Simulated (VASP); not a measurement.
# ZnS (I-4m2) in VASP: a series of runs, part 3 of 3

VASP 6.6.1. Earlier steps stand in the parts before.

### Step 5. Single point, PBEsol (in-plane strain +0.005, then relaxed in part)

INCAR reads:

```
SYSTEM = ZnS
ALGO = Normal
EDIFF = 1E-6
ENCUT = 500
GGA = PS
GGA_COMPAT = .FALSE.
ISIF = 2
ISMEAR = 0
LASPH = .TRUE.
LCHARG = .FALSE.
LREAL = .FALSE.
LWAVE = .FALSE.
NBANDS = 16
NELM = 120
PREC = Accurate
SIGMA = 0.01
```

KPOINTS reads:

```
k-points
0
G
  8 8 8
  0 0 0
```

POSCAR reads:

```
ZnS
1.0
    2.6911584495      2.6911584495      0.0000000000
   -2.6911584495      2.6911584495      0.0000000000
    0.0000000000      2.6911584495      2.6625668710
Zn S
1 1
Direct
    0.7500000000      0.2500000000      0.5000000000
    0.0000000000      0.0000000000      0.0000000000
```

Potentials or basis: VASP PAW PBE potentials, release 64 (Zn, S).

Started as:

```sh
$ cat potpaw_PBE.64/Zn/POTCAR potpaw_PBE.64/S/POTCAR > POTCAR
$ mpirun -np 1 vasp_std > vasp.out
```

OUTCAR:

```text
SYSTEM = ZnS
   EDIFF = 1E-6
   ENCUT = 500
   GGA = PS
   ISIF = 2
   ISMEAR = 0
   LASPH = .TRUE.
   LREAL = .FALSE.
   NELM = 120
   PREC = Accurate

 ion  position               nearest neighbor table
   1  0.750  0.250  0.500-   2 2.32   2 2.32   2 2.32   2 2.32
   2  0.000  0.000  0.000-   1 2.32   1 2.32   1 2.32   1 2.32

  LATTYP: Found a body centered tetragonal cell.
 ALAT       =     3.8058727778
 C/A-ratio  =     1.3991885838

  Lattice vectors:

 A1 = (   2.6911584495,   0.0000000000,  -2.6625668710)
 A2 = (  -2.6911584495,   0.0000000000,  -2.6625668710)
 A3 = (   0.0000000000,   2.6911584495,   2.6625668710)

Analysis of symmetry for initial positions (statically):
=====================================================================
 Subroutine PRICEL returns:
 Original cell was already a primitive cell.

 Routine SETGRP: Setting up the symmetry group for a
 body centered tetragonal supercell.

 Subroutine GETGRP returns: Found  8 space group operations
 (whereof  8 operations were pure point group operations)
 out of a pool of 16 trial point group operations.

The static configuration has the point symmetry D_2d.

Analysis of symmetry for dynamics (positions and initial velocities):
=====================================================================
 Subroutine PRICEL returns:
 Original cell was already a primitive cell.

 Routine SETGRP: Setting up the symmetry group for a
 body centered tetragonal supercell.

 Subroutine GETGRP returns: Found  8 space group operations
 (whereof  8 operations were pure point group operations)
 out of a pool of 16 trial point group operations.

The dynamic configuration has the point symmetry D_2d.

 Subroutine INISYM returns: Found  8 space group operations
 (whereof  8 operations are pure point group operations),
 and found     1 'primitive' translations

----------------------------------------------------------------------------------------

                                     Primitive cell

  volume of cell :      38.5664

  direct lattice vectors                    reciprocal lattice vectors
     2.691158450  2.691158450  0.000000000     0.185793594  0.185793594 -0.187788711
    -2.691158450  2.691158450  0.000000000    -0.185793594  0.185793594 -0.187788711
     0.000000000  2.691158450  2.662566871     0.000000000  0.000000000  0.375577422

  length of vectors
     3.805872778  3.805872778  3.785709464     0.322959934  0.322959934  0.375577422

  position of ions in fractional coordinates (direct lattice)
     0.750000000  0.250000000  0.500000000
     0.000000000  0.000000000  0.000000000

  ion indices of the primitive-cell ions
   primitive index   ion index
                 1           1
                 2           2

----------------------------------------------------------------------------------------

 KPOINTS: k-points

Automatic generation of k-mesh.
 Grid dimensions read from file:
 generate k-points for:    8    8    8

 Generating k-lattice:

  Cartesian coordinates                     Fractional coordinates (reciprocal lattice)
     0.023224199  0.023224199 -0.023473589     0.125000000  0.000000000  0.000000000
    -0.023224199  0.023224199 -0.023473589     0.000000000  0.125000000  0.000000000
     0.000000000  0.000000000  0.046947178     0.000000000  0.000000000  0.125000000

  Length of vectors
     0.040369992  0.040369992  0.046947178

  Shift w.r.t. Gamma in fractional coordinates (k-lattice)
     0.000000000  0.000000000  0.000000000

 Subroutine IBZKPT returns following result:
 ===========================================

 Found     59 irreducible k-points:

 Following reciprocal coordinates:
            Coordinates               Weight
  0.000000  0.000000  0.000000      1.000000
  0.125000  0.000000 -0.000000      8.000000
  0.250000  0.000000 -0.000000      8.000000
  0.375000  0.000000 -0.000000      8.000000
  0.500000  0.000000 -0.000000      4.000000
  0.125000  0.125000 -0.000000      8.000000
[... 16 lines left out ...]
  0.250000  0.000000  0.125000      4.000000
  0.375000  0.000000  0.125000      8.000000
 [... further k-points ...]
   k-points           NKPTS =     59   k-points in BZ     NKDIM =     59   number of bands    NBANDS=     16
   number of dos      NEDOS =    301   number of ions     NIONS =      2
   total plane-waves  NPLWV =  21952
   dimension x,y,z NGX =    28 NGY =   28 NGZ =   28
   dimension x,y,z NGXF=    56 NGYF=   56 NGZF=   56
   ions per type =               1   1
   NGX,Y,Z   is equivalent  to a cutoff of  12.23, 12.23, 12.30 a.u.
   NGXF,Y,Z  is equivalent  to a cutoff of  24.46, 24.46, 24.59 a.u.
 SYSTEM =  ZnS
   PREC   = accura    normal or accurate (medium, high low for compatibility)
   ISTART =      0    job   : 0-new  1-cont  2-samecut
   ICHARG =      2    charge: 1-file 2-atom 10-const
   ISPIN  =      1    spin polarized calculation?
   LNONCOLLINEAR =      F non collinear calculations
   LSORBIT =      F    spin-orbit coupling
   LASPH  =      T    aspherical Exc in radial PAW
   ENCUT  =  500.0 eV  36.75 Ry    6.06 a.u.   6.94  6.94  6.90*2*pi/ulx,y,z
   NELM   =    120;   NELMIN=  2; NELMDL= -5     # of ELM steps
   EDIFF  = 0.1E-05   stopping-criterion for ELM
   LREAL  =      F    real-space projection
   EDIFFG = 0.1E-04   stopping-criterion for IOM
   NSW    =      0    number of steps for IOM
   IBRION =     -1    ionic relax: 0-MD 1-quasi-New 2-CG
   NFREE  =      0    steps in history (QN), initial steepest desc. (CG)
   ISIF   =      2    stress and relaxation
   ISYM   =      2    0-nonsym 1-usesym 2-fastsym
   POTIM  = 0.5000    time-step for ionic-motion
   TEBEG  =    0.0;   TEEND  =   0.0 temperature during run
   PSTRESS=    0.0 pullay stress
   NELECT =      18.0000    total number of electrons
   NUPDOWN=      -1.0000    fix difference up-down
   EMIN   =  10.00;   EMAX   =-10.00  energy-range for DOS
   EFERMI =   0.00;   METHOD = LEGACY
   ISMEAR =     0;   SIGMA  =   0.01  broadening in eV -4-tet -1-fermi 0-gaus
   EFERMI_NEDOS =   21; number of points for ismear=-14 and -15
   IALGO  =     38    algorithm
   IMIX   =      4    mixing-type and parameters
     AMIX     =   0.40;   BMIX     =  1.00
     AMIX_MAG =   1.60;   BMIX_MAG =  1.00
  volume/ion in A,a.u.               =      19.28       130.13
  Fermi-wavevector in a.u.,A,eV,Ry     =   1.269880  2.399725 21.940686  1.612595
  Thomas-Fermi vector in A             =   2.402897
   LORBIT       =      0    0 simple, 1 ext, 2 COOP (PROOUT), +10 PAW based schemes
   GGA     = PS    functional components
   LHFCALC =     F    Hartree Fock is set to
   AEXX    =    0.0000 exact exchange contribution
   IVDW    =     0    specifies the selected vdW correction
   LEPSILON=     F    determine dielectric tensor
   LRPA    =     F    only Hartree local field effects (RPA)
 non-spin polarized calculation
 Gauss-broadening in eV      SIGMA  =   0.01
  energy-cutoff  :      500.00
  volume of cell :       38.57
 maximum number of plane-waves:       990
   NGX = 13   NGY = 13   NGZ = 13

 number of electron      18.0000015 magnetization

 Free energy of the ion-electron system (eV)
  ---------------------------------------------------
  ext. energy  EPLUGINS =         0.00000000
  ---------------------------------------------------
  free energy    TOTEN  =        -7.58809692 eV

  energy without entropy =       -7.58809692  energy(sigma->0) =       -7.58809692

 E-fermi :   2.3839     XC(G=0):  -9.9571

 val. band max:        2.2534335037   @ k =   0.0000   0.0000   0.0000
 cond. band min:       4.3042494072   @ k =   0.0000   0.0000   0.0000
 fundamental gap:      2.0508159034
 Fermi energy:         2.3839365993

 k-point     1 :       0.0000    0.0000    0.0000
  band No.  band energies     occupation
      1     -11.0887      2.00000
      2      -4.2401      2.00000
      3      -4.2400      2.00000
      4      -4.2337      2.00000
      5      -3.7136      2.00000
      6      -3.7098      2.00000
[... 8 lines left out ...]
     15      13.9836      0.00000
     16      14.0906      0.00000
[... 419 lines left out ...]
 k-point    24 :       0.3750    0.0000    0.1250
  band No.  band energies     occupation
      1     -10.4319      2.00000
      2      -4.1551      2.00000
      3      -4.1391      2.00000
      4      -4.1193      2.00000
      5      -3.7288      2.00000
      6      -3.6822      2.00000
[... 8 lines left out ...]
     15      14.5271      0.00000
     16      15.5785      0.00000

 [... further k-points ...]

------------------------ aborting loop because EDIFF is reached ----------------------------------------

  FORCE on cell =-STRESS in cart. coord.  units (eV):
  Direction    XX          YY          ZZ          XY          YZ          ZX
  --------------------------------------------------------------------------------------
  -------------------------------------------------------------------------------------
  Total       -0.0612594     -0.0612594      0.0444002      0.0000000      0.0000000      0.0000000
  in kB       -2.5449216     -2.5449216      1.8445335      0.0000000      0.0000000      0.0000000
  external PRESSURE =      -1.0817699 kB  Pullay stress =       0.0000000 kB

 VOLUME and BASIS-vectors are now :
 -----------------------------------------------------------------------------
  energy-cutoff  :      500.00
  volume of cell :       38.57
      direct lattice vectors                 reciprocal lattice vectors
     2.691158450  2.691158450  0.000000000     0.185793594  0.185793594 -0.187788711
    -2.691158450  2.691158450  0.000000000    -0.185793594  0.185793594 -0.187788711
     0.000000000  2.691158450  2.662566871     0.000000000  0.000000000  0.375577422

 POSITION                                       TOTAL-FORCE (eV/Angst)
 -----------------------------------------------------------------------------------
      1.34558      4.03674      1.33128        -0.000000     -0.000000      0.000000
      0.00000      0.00000      0.00000         0.000000      0.000000      0.000000
 -----------------------------------------------------------------------------------
    total drift:                                0.000000      0.000000     -0.000000

  FREE ENERGIE OF THE ION-ELECTRON SYSTEM (eV)
  ---------------------------------------------------
  free  energy   TOTEN  =        -7.5880969186 eV

  energy  without entropy=       -7.5880969186  energy(sigma->0) =       -7.58809692
```

OSZICAR:

```text
N       E                     dE             d eps       ncg     rms          rms(c)
DAV:   1     0.799364304003E+02    0.79936E+02   -0.83600E+03  1888   0.129E+03
DAV:   2    -0.279246856047E+01   -0.82729E+02   -0.77252E+02  2152   0.253E+02
DAV:   3    -0.794689651220E+01   -0.51544E+01   -0.51281E+01  2360   0.599E+01
DAV:   4    -0.799528900268E+01   -0.48392E-01   -0.48383E-01  2320   0.609E+00
DAV:   5    -0.799577498596E+01   -0.48598E-03   -0.48597E-03  2408   0.584E-01    0.695E+00
DAV:   6    -0.761168869831E+01    0.38409E+00   -0.78843E-01  2696   0.327E+01    0.544E+00
DAV:   7    -0.759158009326E+01    0.20109E-01   -0.24257E-01  2352   0.489E+00    0.263E+00
DAV:   8    -0.758821648035E+01    0.33636E-02   -0.52653E-03  2680   0.947E-01    0.621E-01
DAV:   9    -0.758802141377E+01    0.19507E-03   -0.95794E-04  2392   0.269E-01    0.905E-02
DAV:  10    -0.758810562670E+01   -0.84213E-04   -0.15941E-04  2344   0.920E-02    0.244E-02
DAV:  11    -0.758809657682E+01    0.90499E-05   -0.26671E-05  2320   0.418E-02    0.565E-03
DAV:  12    -0.758809691857E+01   -0.34174E-06   -0.32665E-06  2384   0.141E-02
   1 F= -.75880969E+01 E0= -.75880969E+01  d E =-.119457E-78
```

stdout:

```text
POSCAR found type information on POSCAR ZnS
 POSCAR found :  2 types and       2 ions
 scaLAPACK will be used
 -----------------------------------------------------------------------------
|                                                                             |
|                                                                             |
|     You enforced a specific xc type in the INCAR file but a different       |
|     I HOPE YOU KNOW WHAT YOU ARE DOING!                                     |
|                                                                             |
 -----------------------------------------------------------------------------

 LDA part: xc-table for (Slater+PW92), standard interpolation
 POSCAR, INCAR and KPOINTS ok, starting setup
 FFT: planning ... GRIDC
 FFT: planning ... GRID_SOFT
 FFT: planning ... GRID
 WAVECAR not read
 entering main loop
```

It took 24 s on 1 thread of Intel Xeon Platinum 8488C (Sapphire Rapids), shared host; peak memory 0.17 GiB.

What came out:

| Quantity | Value |
| --- | --- |
| Free energy | -7.5881 eV |
| Pressure | -0.1 GPa |
| Band gap on the k mesh | 2.05 eV, direct |

Levels at points of the mesh, in eV from the valence-band top:
```csv
k point,band 6,band 7,band 8,band 9,band 10,band 11,band 12,band 13
"(0.00, 0.00, 0.00)",-5.96,-0.04,-0.04,0.00,2.05,6.27,6.27,6.27
"(0.50, 0.00, 0.00)",-5.76,-5.54,-0.97,-0.91,3.21,6.75,6.84,8.76
"(0.50, 0.50, 0.00)",-5.75,-4.74,-2.35,-2.33,3.18,3.97,10.93,11.96
"(0.00, 0.00, 0.50)",-5.73,-4.68,-2.40,-2.40,3.12,3.87,11.05,11.99
```

Caveat: the cell differs from its parent crystal (in-plane strain +0.005, then relaxed in part); the PAW data sets were made with another functional, which shifts forces and pressure a little.

### Step 6. Single point, PBEsol (in-plane strain +0.005)

INCAR reads:

```
SYSTEM = ZnS
ALGO = Normal ; EDIFF = 1E-6
ENCUT = 500 ; GGA = PS
GGA_COMPAT = .False. ; ISIF = 2
ISMEAR = 0 ; LASPH = .True.
LCHARG = .False. ; LREAL = .False.
LWAVE = .False. ; NBANDS = 16
NELM = 120 ; PREC = Accurate
SIGMA = 0.01
```

KPOINTS reads:

```
k-points
0
Gamma
  8 8 8
  0 0 0
```

Changes to POSCAR since step 5:

```diff
@@ -4,3 +4,3 @@
    -2.6911584495      2.6911584495      0.0000000000
-    0.0000000000      2.6911584495      2.6625668710
+    0.0000000000      2.6911584495      2.6697362926
 Zn S
```

Potentials or basis: VASP PAW PBE potentials, release 64 (Zn, S).

Started as:

```sh
$ cat potpaw_PBE.64/Zn/POTCAR potpaw_PBE.64/S/POTCAR > POTCAR
$ mpirun -np 1 vasp_std > vasp.out
```

It took 23 s on 1 thread of Intel Xeon Platinum 8488C (Sapphire Rapids), shared host; peak memory 0.17 GiB.

Results (log left out):

```yaml
Free_energy: -7.5882 eV
Pressure: -0.3 GPa
Band_gap_on_the_k_mesh: 2.05 eV, direct
```

Stress tensor (GPa, compression positive):
```
-0.43  0.00  0.00
 0.00 -0.43  0.00
 0.00  0.00 -0.09
```

Levels at points of the mesh, in eV from the valence-band top:
```tsv
k point	band 7	band 8	band 9	band 10	band 11	band 12
(0.00, 0.00, 0.00)	-0.03	-0.03	0.00	2.05	6.27	6.27
(0.50, 0.00, 0.00)	-5.51	-0.95	-0.90	3.21	6.77	6.84
(0.50, 0.50, 0.00)	-4.72	-2.34	-2.32	3.19	3.97	10.92
(0.00, 0.00, 0.50)	-4.67	-2.37	-2.37	3.15	3.89	11.02
```

Caveat: the cell differs from its parent crystal (in-plane strain +0.005); the PAW data sets were made with another functional, which shifts forces and pressure a little.

### Step 7. The runs side by side

| cell | gap on the mesh (eV) | pressure (GPa) |
| --- | --- | --- |
| a = 3.749, b = 3.749, c = 3.792 Å, angles 60.4, 60.4, 90.0°, 2 atoms | 2.10 | 0.8 |
| a = 3.768, b = 3.768, c = 3.790 Å, angles 60.2, 60.2, 90.0°, 2 atoms | 2.10 | 0.5 |
| a = 3.768, b = 3.768, c = 3.783 Å, angles 60.1, 60.1, 90.0°, 2 atoms | 2.12 | 0.8 |
| a = 3.806, b = 3.806, c = 3.786 Å, angles 59.8, 59.8, 90.0°, 2 atoms | 2.05 | -0.1 |
| a = 3.806, b = 3.806, c = 3.791 Å, angles 59.9, 59.9, 90.0°, 2 atoms | 2.05 | -0.3 |

Alike in all rows: task single point; level PBEsol; potentials or basis VASP PAW PBE potentials, release 64 (Zn, S); no spin polarisation; k mesh 8 × 8 × 8; cutoff (eV) 500; smearing gaussian 0.01 eV.

Caveats: the PAW data sets were made with another functional, which shifts forces and pressure a little.

Total energies depend on the potentials used, so only differences within one code and one set of settings carry meaning.
